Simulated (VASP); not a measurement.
A run of VASP 6.6.1:

The input INCAR:

```
PREC     = Accurate       # precision mode
ENCUT    = 520            # plane-wave cutoff, eV
EDIFF    = 1E-7           # SCF threshold, eV
ISMEAR   = 0              # smearing method
SIGMA    = 0.1            # smearing width, eV
LREAL    = F              # projectors in reciprocal space
LASPH    = T              # aspherical terms in the spheres
NELM     = 100            # most SCF steps
ALGO     = Normal         # electronic algorithm
ISIF     = 2              # what is computed and relaxed
LWAVE    = F              # write WAVECAR
LCHARG   = F              # write CHGCAR
GGA      = PE             # functional
NBANDS   = 31             # bands
```

KPOINTS

```
Automatic mesh
0
Gamma
  4 4 4
```

POSCAR

```
Sc3B2Sb
1.0
    4.9234294036      0.0000000000      0.0000000000
    0.0000000000      4.9234294036      0.0000000000
    0.0000000000      0.0000000000      4.6920757019
Sc B Sb
3 2 1
Direct
    0.5000000000      0.0000000000      0.9619014336
    0.0000000000      0.5000000000      0.9619014336
    0.5000000000      0.5000000000      0.4619166959
    0.5000000000      0.0000000000      0.4620168091
    0.0000000000      0.5000000000      0.4620168091
    0.0000000000      0.0000000000      0.4610025486
```

Potentials or basis: VASP PAW PBE potentials, release 64 (Sc_sv, B, Sb).

Run with:

```sh
$ cat potpaw_PBE.64/Sc_sv/POTCAR potpaw_PBE.64/B/POTCAR potpaw_PBE.64/Sb/POTCAR > POTCAR
$ mpirun -np 1 vasp_std > vasp.out
```

Hardware: 1 thread of Oxide Virtual Turin-like Processor, on a shared host.

Estimate the wall time of this run.

It took 56 s on 1 thread of Oxide Virtual Turin-like Processor, with other jobs on the host, peak memory 0.22 GiB. Counts: scf iterations 17, k points 18.
